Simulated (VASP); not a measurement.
# MgO in VASP: a series of runs

Runs on MgO. Level: HSE06. Tasks: single point.

Program: VASP 6.6.1. These are calculated values, not measurements. Logs are shortened: lines on timing, memory, paths and dates and some standing lists are left out, and cuts for length are marked.

## Step 1: The cell of the first run

Symmetry: I-4m2, No. 119, tetragonal system. The conventional cell has a = 3.227 Å, b = 3.227 Å, c = 4.655 Å, α = 90.00°, β = 90.00°, γ = 90.00°. Within 2.6 Å of Mg (site symmetry -4m2) lie 4 O at 1.99 Å. Within 2.6 Å of O (site symmetry -4m2) lie 4 Mg at 1.99 Å.

## Step 2: Single point, HSE06 (uniaxial z strain +2.0%)

The input, POSCAR:

```
MgO
1.0
    0.0000000000      2.2820056617      2.3276457750
    2.2820056617      0.0000000000      2.3276457750
    2.2820056617      2.2820056617      0.0000000000
Mg O
1 1
Direct
    0.0000000000      0.0000000000      0.0000000000
    0.2500000000      0.2500000000      0.2500000000
```

The input, INCAR.step1:

```
SYSTEM = MgO
ALGO = Normal
EDIFF = 1E-5
ENCUT = 520
GGA = PE
ISIF = 2
ISMEAR = 0
LASPH = .True.
LCHARG = .False.
LREAL = .False.
LWAVE = .True.
NBANDS = 11
NELM = 60
PREC = Accurate
SIGMA = 0.01
```

The input, INCAR.step2:

```
SYSTEM = MgO
ALGO = Normal
EDIFF = 1E-6
ENCUT = 520
GGA = PE
HFSCREEN = 0.2079
ISIF = 2
ISMEAR = 0
ISTART = 1
LASPH = .True.
LCHARG = .False.
LHFCALC = .True.
LREAL = .False.
LWAVE = .False.
NBANDS = 11
NELM = 60
PREC = Accurate
PRECFOCK = Normal
SIGMA = 0.01
```

The input, KPOINTS:

```
k-points
0
Gamma
  6 6 6
  0 0 0
```

Potentials or basis: VASP PAW PBE potentials, release 64 (Mg, O).

Command:

```
> cat potpaw_PBE.64/Mg/POTCAR potpaw_PBE.64/O/POTCAR > POTCAR
> cp INCAR.step1 INCAR
> mpirun -np 1 vasp_std > vasp.out
> cp INCAR.step2 INCAR
> mpirun -np 1 vasp_std > vasp.out
```

OUTCAR:

```text
SYSTEM = MgO
   EDIFF = 1E-6
   ENCUT = 520
   GGA = PE
   HFSCREEN = 0.2079
   ISIF = 2
   ISMEAR = 0
   ISTART = 1
   LASPH = .True.
   LHFCALC = .True.
   LREAL = .False.
   NELM = 60
   PREC = Accurate
   PRECFOCK = Normal

 ion  position               nearest neighbor table
   1  0.000  0.000  0.000-   2 1.99   2 1.99   2 1.99   2 1.99
   2  0.250  0.250  0.250-   1 1.99   1 1.99   1 1.99   1 1.99

  LATTYP: Found a body centered tetragonal cell.
 ALAT       =     3.2272433562
 C/A-ratio  =     1.4424978337

  Lattice vectors:

 A1 = (  -2.2820056617,   0.0000000000,   2.3276457750)
 A2 = (   2.2820056617,   0.0000000000,   2.3276457750)
 A3 = (   0.0000000000,   2.2820056617,  -2.3276457750)

Analysis of symmetry for initial positions (statically):
=====================================================================
 Subroutine PRICEL returns:
 Original cell was already a primitive cell.

 Routine SETGRP: Setting up the symmetry group for a
 body centered tetragonal supercell.

 Subroutine GETGRP returns: Found  8 space group operations
 (whereof  8 operations were pure point group operations)
 out of a pool of 16 trial point group operations.

The static configuration has the point symmetry D_2d.

Analysis of symmetry for dynamics (positions and initial velocities):
=====================================================================
 Subroutine PRICEL returns:
 Original cell was already a primitive cell.

 Routine SETGRP: Setting up the symmetry group for a
 body centered tetragonal supercell.

 Subroutine GETGRP returns: Found  8 space group operations
 (whereof  8 operations were pure point group operations)
 out of a pool of 16 trial point group operations.

The dynamic configuration has the point symmetry D_2d.

 Subroutine INISYM returns: Found  8 space group operations
 (whereof  8 operations are pure point group operations),
 and found     1 'primitive' translations

----------------------------------------------------------------------------------------

                                     Primitive cell

  volume of cell :      24.2427

  direct lattice vectors                    reciprocal lattice vectors
     0.000000000  2.282005662  2.327645775    -0.219105504  0.219105504  0.214809317
     2.282005662  0.000000000  2.327645775     0.219105504 -0.219105504  0.214809317
     2.282005662  2.282005662  0.000000000     0.219105504  0.219105504 -0.214809317

  length of vectors
     3.259675550  3.259675550  3.227243356     0.377037778  0.377037778  0.377037778

  position of ions in fractional coordinates (direct lattice)
[... 98 lines left out ...]
     AMIX     =   0.40;   BMIX     =  1.00
     AMIX_MAG =   1.60;   BMIX_MAG =  1.00
  volume/ion in A,a.u.               =      12.12        81.80
  Fermi-wavevector in a.u.,A,eV,Ry     =   1.131301  2.137848 17.413297  1.279841
  Thomas-Fermi vector in A             =   2.267999
   LORBIT       =      0    0 simple, 1 ext, 2 COOP (PROOUT), +10 PAW based schemes
   GGA     = PE    functional components
   LHFCALC =     T    Hartree Fock is set to
   PRECFOCK=normal    Normal, Fast or Accurate (Low or Medium for compatibility)
   ENCUT4O =  -1.0   cutoff for four orbital integrals eV
   NKREDX  =     1    reduce k-point grid by
   NKREDY  =     1    reduce k-point grid by
   NKREDZ  =     1    reduce k-point grid by
   AEXX    =    0.2500 exact exchange contribution
   HFSCREEN=    0.2079 screening length (either q_TF or 0.3 A-1)
   HFSCREENC=   0.2079 screening length for correlation (either q_TF or 0.3 A-1)
   ENCUTFOCK=  -1.0 apply spherical cutoff to Coloumb kernel
   IVDW    =     0    specifies the selected vdW correction
   LEPSILON=     F    determine dielectric tensor
   LRPA    =     F    only Hartree local field effects (RPA)
 non-spin polarized calculation
 Gauss-broadening in eV      SIGMA  =   0.01
  energy-cutoff  :      520.00
  volume of cell :       24.24
 maximum number of plane-waves:       666
  NGX = 20; NGY = 20; NGZ = 20

 number of electron       8.0000003 magnetization

 Free energy of the ion-electron system (eV)
  ---------------------------------------------------
  ext. energy  EPLUGINS =         0.00000000
  ---------------------------------------------------
  free energy    TOTEN  =       -13.93615044 eV

  energy without entropy =      -13.93615044  energy(sigma->0) =      -13.93615044

 E-fermi :  -0.4057     XC(G=0):  -7.9472

 val. band max:       -0.5293212953   @ k =   0.0000   0.0000   0.0000
 cond. band min:       4.5703490761   @ k =   0.0000   0.0000   0.0000
 fundamental gap:      5.0996703714
 Fermi energy:        -0.4057249813

 k-point     1 :       0.0000    0.0000    0.0000
  band No.  band energies     occupation
      1     -17.8655      2.00000
      2      -0.5742      2.00000
      3      -0.5293      2.00000
      4      -0.5293      2.00000
      5       4.5703      0.00000
      6      18.0345      0.00000
      7      18.0345      0.00000
      8      18.0353      0.00000
      9      21.2906      0.00000
     10      21.3113      0.00000
     11      21.9076      0.00000
[... 309 lines left out ...]
 k-point    24 :       0.5000   -0.0000    0.3333
  band No.  band energies     occupation
      1     -17.0381      2.00000
      2      -2.9704      2.00000
      3      -1.6845      2.00000
      4      -1.2378      2.00000
      5       8.0806      0.00000
      6      12.6601      0.00000
      7      15.0475      0.00000
      8      17.4706      0.00000
      9      18.2135      0.00000
     10      24.8434      0.00000
     11      25.4032      0.00000

 [... further k-points ...]

------------------------ aborting loop because EDIFF is reached ----------------------------------------

  FORCE on cell =-STRESS in cart. coord.  units (eV):
  Direction    XX          YY          ZZ          XY          YZ          ZX
  --------------------------------------------------------------------------------------
  -------------------------------------------------------------------------------------
  Total       -0.3343610     -0.3343610     -0.4907486      0.0000000      0.0000000      0.0000000
  in kB      -22.0976391    -22.0976391    -32.4331643      0.0000000      0.0000000      0.0000000
  external PRESSURE =     -25.5428142 kB  Pullay stress =       0.0000000 kB

 VOLUME and BASIS-vectors are now :
 -----------------------------------------------------------------------------
  energy-cutoff  :      520.00
  volume of cell :       24.24
      direct lattice vectors                 reciprocal lattice vectors
     0.000000000  2.282005662  2.327645775    -0.219105504  0.219105504  0.214809317
     2.282005662  0.000000000  2.327645775     0.219105504 -0.219105504  0.214809317
     2.282005662  2.282005662  0.000000000     0.219105504  0.219105504 -0.214809317

 POSITION                                       TOTAL-FORCE (eV/Angst)
 -----------------------------------------------------------------------------------
      0.00000      0.00000      0.00000        -0.000000     -0.000000     -0.000000
      1.14100      1.14100      1.16382         0.000000      0.000000      0.000000
 -----------------------------------------------------------------------------------
    total drift:                                0.000002      0.000002      0.000004

  FREE ENERGIE OF THE ION-ELECTRON SYSTEM (eV)
  ---------------------------------------------------
  free  energy   TOTEN  =       -13.9361504354 eV

  energy  without entropy=      -13.9361504354  energy(sigma->0) =      -13.93615044
```

OUTCAR.step1:

```text
SYSTEM = MgO
   EDIFF = 1E-5
   ENCUT = 520
   GGA = PE
   ISIF = 2
   ISMEAR = 0
[... 559 lines left out ...]
      0.00000      0.00000      0.00000         0.000000      0.000000      0.000000
      1.14100      1.14100      1.16382        -0.000000     -0.000000     -0.000000
 -----------------------------------------------------------------------------------
    total drift:                               -0.000000     -0.000000     -0.000000

  FREE ENERGIE OF THE ION-ELECTRON SYSTEM (eV)
  ---------------------------------------------------
  free  energy   TOTEN  =       -11.6992894304 eV

  energy  without entropy=      -11.6992894304  energy(sigma->0) =      -11.69928943
```

OSZICAR.step1:

```text
N       E                     dE             d eps       ncg     rms          rms(c)
DAV:   1     0.159202942241E+02    0.15920E+02   -0.45505E+03   732   0.634E+02
DAV:   2    -0.130975637013E+02   -0.29018E+02   -0.28466E+02   761   0.136E+02
DAV:   3    -0.138663872202E+02   -0.76882E+00   -0.76831E+00   815   0.201E+01
DAV:   4    -0.138687538267E+02   -0.23666E-02   -0.23666E-02   726   0.129E+00
DAV:   5    -0.138687641152E+02   -0.10289E-04   -0.10289E-04   800   0.837E-02    0.830E+00
DAV:   6    -0.117354079938E+02    0.21334E+01   -0.13686E+01   732   0.192E+01    0.281E+00
DAV:   7    -0.117044501486E+02    0.30958E-01   -0.13221E-01   726   0.272E+00    0.154E+00
DAV:   8    -0.117001762314E+02    0.42739E-02   -0.49218E-02   717   0.244E+00    0.363E-01
DAV:   9    -0.116993698954E+02    0.80634E-03   -0.84950E-04   761   0.203E-01    0.233E-01
DAV:  10    -0.116992843578E+02    0.85538E-04   -0.14896E-03   717   0.285E-01    0.125E-02
DAV:  11    -0.116992894304E+02   -0.50726E-05   -0.19424E-05   771   0.276E-02
   1 F= -.11699289E+02 E0= -.11699289E+02  d E =-.146180E-21
```

Run time: 24 min. Hardware: 1 thread of Intel Xeon 8259CL, shared host; peak memory 0.25 GiB.

Results:

```yaml
Free_energy: -13.9362 eV
Pressure: -2.6 GPa
Band_gap_on_the_k_mesh: 5.10 eV
```

Caveat: the cell differs from its parent crystal (uniaxial z strain +2.0%); the structure was generated, so it needn't be the stable form of MgO; the PAW data sets were made with another functional, which shifts forces and pressure a little.

## Step 3: Single point, HSE06 (shear xy strain +5.0%)

The input, POSCAR:

```
MgO
1.0
    0.0570501415      2.2820056617      2.2820056617
    2.2820056617      0.0570501415      2.2820056617
    2.3390558033      2.3390558033      0.0000000001
Mg O
1 1
Direct
    0.0044516999      0.0044516999     -0.0044516999
    0.2455483001      0.2455483001      0.2544516999
```

The input, INCAR.step1:

```
SYSTEM = MgO
PREC     = Accurate       ! precision mode
ENCUT    = 520            ! plane-wave cutoff, eV
EDIFF    = 1E-5           ! SCF threshold, eV
ISMEAR   = 0              ! smearing method
SIGMA    = 0.01           ! smearing width, eV
LREAL    = .FALSE.        ! projectors in reciprocal space
LASPH    = .TRUE.         ! aspherical terms in the spheres
NELM     = 80             ! most SCF steps
ALGO     = Normal         ! electronic algorithm
ISIF     = 2              ! what is computed and relaxed
LWAVE    = .TRUE.         ! write WAVECAR
LCHARG   = .FALSE.        ! write CHGCAR
NBANDS   = 11             ! bands
GGA      = PE             ! functional
```

The input, INCAR.step2:

```
SYSTEM = MgO
PREC     = Accurate       ! precision mode
ENCUT    = 520            ! plane-wave cutoff, eV
EDIFF    = 1E-6           ! SCF threshold, eV
ISMEAR   = 0              ! smearing method
SIGMA    = 0.01           ! smearing width, eV
LREAL    = .FALSE.        ! projectors in reciprocal space
LASPH    = .TRUE.         ! aspherical terms in the spheres
NELM     = 80             ! most SCF steps
ALGO     = Normal         ! electronic algorithm
ISIF     = 2              ! what is computed and relaxed
LWAVE    = .FALSE.        ! write WAVECAR
LCHARG   = .FALSE.        ! write CHGCAR
GGA      = PE             ! functional
LHFCALC  = .TRUE.         ! exact exchange
HFSCREEN = 0.2079         ! screening, 1/A
PRECFOCK = Normal       
NBANDS   = 11             ! bands
ISTART   = 1
```

The input, KPOINTS:

```
Automatic mesh
0
G
  6 6 6
  0 0 0
```

Potentials or basis: VASP PAW PBE potentials, release 64 (Mg, O).

Command:

```
> cat potpaw_PBE.64/Mg/POTCAR potpaw_PBE.64/O/POTCAR > POTCAR
> cp INCAR.step1 INCAR
> mpirun -np 1 vasp_std > vasp.out
> cp INCAR.step2 INCAR
> mpirun -np 1 vasp_std > vasp.out
```

Run time: 37 min. Hardware: 1 thread of Intel Xeon 8259CL, shared host; peak memory 0.27 GiB.

It converged, with:

| Quantity | Value |
| --- | --- |
| Free energy | -13.9241 eV |
| Pressure | -0.1 GPa |
| Band gap on the k mesh | 5.08 eV |

Forces on the atoms (eV/Å):
```
Mg   0.000  0.000  0.002
O    0.000  0.000 -0.002
```

Stress tensor (GPa, compression positive):
```
-0.01 -4.48  0.00
-4.48 -0.01  0.00
 0.00  0.00 -0.31
```

Levels at points of the mesh, in eV from the valence-band top:
| k point | band 1 | band 2 | band 3 | band 4 | band 5 | band 6 | band 7 | band 8 | band 9 |
| --- | --- | --- | --- | --- | --- | --- | --- | --- | --- |
| (0.00, 0.00, 0.00) | -17.52 | -0.27 | -0.15 | 0.00 | 5.08 | 17.97 | 18.69 | 19.39 | 21.92 |
| (0.50, 0.00, 0.00) | -16.78 | -3.31 | -0.46 | -0.38 | 10.43 | 11.53 | 15.85 | 16.42 | 21.52 |
| (0.50, 0.50, 0.00) | -16.61 | -2.83 | -1.16 | -0.73 | 7.72 | 13.31 | 16.15 | 18.31 | 19.19 |
| (0.00, 0.00, 0.50) | -16.85 | -3.42 | -0.33 | -0.22 | 10.46 | 11.35 | 16.37 | 16.96 | 21.64 |
| (0.50, 0.00, 0.50) | -16.60 | -2.83 | -0.95 | -0.95 | 7.74 | 13.26 | 16.14 | 18.73 | 18.76 |

Caveat: the cell differs from its parent crystal (shear xy strain +5.0%); the structure was generated, so it needn't be the stable form of MgO; the PAW data sets were made with another functional, which shifts forces and pressure a little.
